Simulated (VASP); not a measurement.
**CoO: single point with PBE**

Crystal: CoO.

```
Co O
1.0
     2.57053    0.00000    0.00000
     0.00000    2.57053    0.00000
     0.00000    0.00000    2.57053
Co O
1 1
Direct
  0.00000 0.00000 0.00000
  0.50000 0.50000 0.50000
```

```
Program             : VASP 6.6.1
Task                : single point
Functional          : PBE
Potentials or basis : VASP PAW PBE potentials, release 64 (Co, O)
Cutoff              : 520 eV
k mesh              : 10 × 10 × 10
Occupations         : fermi-dirac, width 0.05 eV
Spin                : collinear spin, ferromagnetic start
Starting moments    : [1.71, 0.0] μB
```

| Item | Value |
| --- | --- |
| Pressure | 11.2 GPa |
| Band gap on the k mesh | zero (filled and empty bands overlap) |
| Net moment | 3.00 μB per cell |
| Site moments | Co +2.49; O +0.45 μB |
| Valence electrons inside the program's atomic spheres | Co 7.89; O 4.96 |

Levels at points of the mesh, in eV from the Fermi level:
Spin up:
```csv
k point,band 5,band 6,band 7,band 8,band 9,band 10,band 11,band 12,band 13,band 14
"(0.00, 0.00, 0.00)",-2.98,-2.98,-2.53,-2.53,-2.53,1.06,15.79,15.79,20.74,20.74
"(0.50, 0.00, 0.00)",-4.11,-2.44,-1.59,-0.28,-0.28,6.52,8.53,16.57,18.16,18.16
"(0.50, 0.50, 0.00)",-3.16,-3.14,-3.14,-2.01,-1.55,6.00,11.61,11.61,17.25,25.11
"(0.50, 0.50, 0.50)",-1.51,-1.51,-0.25,-0.25,-0.25,6.92,6.92,6.92,15.52,22.46
```
Spin down:
```tsv
k point	band 2	band 3	band 4	band 5	band 6	band 7	band 8	band 9	band 10	band 11
(0.00, 0.00, 0.00)	-2.74	-2.74	-2.16	-2.16	-2.16	0.50	0.50	0.50	1.76	16.32
(0.50, 0.00, 0.00)	-8.52	-3.15	-3.15	-2.27	0.50	0.61	1.90	1.90	6.99	9.54
(0.50, 0.50, 0.00)	-6.02	-6.02	-2.31	-1.13	-0.43	-0.28	-0.28	0.71	7.07	12.27
(0.50, 0.50, 0.50)	-6.54	-6.54	-6.54	0.75	0.75	2.22	2.22	2.22	7.26	7.26
```

Wall time 58 s on 1 thread of Intel Xeon 8259CL (shared host), peak memory 0.15 GiB.

Caveat: a cell with one magnetic atom can't hold antiferromagnetic order, which such compounds often take; semilocal functionals often make such compounds metallic where correlation or magnetic order opens a gap, which also shifts bond lengths. With open d or f shells a metallic result of PBE can be an artefact of self-interaction; +U or a hybrid may open a gap.
